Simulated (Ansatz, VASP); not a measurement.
## One calculation of AlSi2B4, two programs

```xyz
7
Lattice="3.3323 0.0000 0.0000 -1.6661 2.8858 0.0000 0.0000 0.0000 11.7015" Properties=species:S:1:pos:R:3 pbc="T T T"
Al    0.0000    0.0000    5.8507
Si    0.0000    0.0000    8.2903
Si    0.0000    0.0000    3.4111
B     0.0000    0.0000    0.0000
B     1.6661    0.0000    0.0000
B    -0.8331    1.4429    0.0000
B     0.8331    1.4429    0.0000
```

Alike in both runs: functional PBE; k mesh 15 × 15 × 4; occupations gaussian, width 0.1 eV; no spin polarisation.

Ansatz relaxed the structure, and its values are those at the end. VASP's run is a single point on that final structure, the one shown.

|  | VASP | Ansatz |
| --- | --- | --- |
| version | VASP 6.6.1 | Ansatz 0.2.0 |
| potentials or method | VASP PAW PBE potentials, release 64 (Al, Si, B), cutoff 520 eV | scalar-relativistic, plane waves, PAW |
| valence electrons in the cell | 23 | 23 |

```csv
,VASP,Ansatz,Ansatz less VASP
gap on the k mesh at the Fermi level (eV),none,none,-
pressure (GPa),0.0,0.0,+0.02
```

A gap of «none» marks a metal or a gap that the smearing closes. With one functional, cell and mesh, what is left measures potentials, basis and numerics.
